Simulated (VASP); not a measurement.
Crystal: LiH.

```
Li H
1.0
     2.94437    0.00000    0.00000
    -1.47219    2.54990    0.00000
     0.00000    0.00000    6.47631
Li H
3 3
Direct
  0.24155 0.00000 0.66667
  0.75845 0.75845 0.00000
  0.00000 0.24155 0.33333
  0.54349 0.00000 0.16667
  0.45651 0.45651 0.50000
  0.00000 0.54349 0.83333
```

* Program: VASP 6.6.1
* Task: relaxation of cell and atoms
* Functional: PBEsol
* Potentials or basis: VASP PAW PBE potentials, release 64 (Li_sv, H)
* Cutoff: 600 eV
* k mesh: 9 × 9 × 4
* Occupations: fermi-dirac, width 0.03 eV
* Spin: no spin polarisation

At the start: pressure 7.5 GPa; volume 8.10 Å³/atom.

**Question.** Where does the relaxation end?

**Answer.** Over 19 steps the energy falls by 241.7 meV/atom and the volume is 7.85 Å³/atom (-3.2 %); space group Fm-3m (No. 225, to 0.05 Å).

Step by step:
```
step  energy change (eV)  largest force (eV/Å)  pressure (GPa)  volume (Å³)
   1              0.0000                1.4683            7.53        48.62
   2             -0.5013                1.0623            2.88        51.32
   3             -0.9164                0.5643           -2.60        56.21
   4             -0.9490                0.4579           -3.75        57.70
   5             -0.9515                0.4352           -4.00        58.05
   6             -1.0644                0.4177           -3.45        55.68
   7             -1.3012                0.2719           -0.70        48.94
   8             -0.8704                0.6256           14.56        37.13
   9             -1.3182                0.2331            0.96        46.64
  10             -1.3226                0.2053            2.37        44.98
  11             -1.3856                0.2283            1.88        45.28
  12             -1.4040                0.2430            1.60        45.53
  13             -1.4396                0.1154           -0.15        47.37
  14             -1.4432                0.0686           -0.80        48.18
  15             -1.4490                0.0309           -0.23        47.39
  16             -1.4497                0.0190            0.08        46.99
  17             -1.4497                0.0183            0.06        47.01
  18             -1.4500                0.0137            0.04        47.04
  19             -1.4502                0.0058            0.00        47.08
```

Final structure:
```
Li H
1.0
     2.81198    0.00000    0.00000
    -1.40599    2.43525    0.00000
     0.00000    0.00000    6.87526
Li H
3 3
Direct
  0.33309 0.00000 0.66667
  0.66691 0.66691 0.00000
  0.00000 0.33309 0.33333
  0.33434 0.00000 0.16667
  0.66566 0.66566 0.50000
  0.00000 0.33434 0.83333
```

Caveat: the cutoff is under 1.25 times the usual one of these potentials, so pressure, stress and relaxed cells hold a basis-set (Pulay) error; the PAW data sets were made with another functional, which shifts forces and pressure a little.
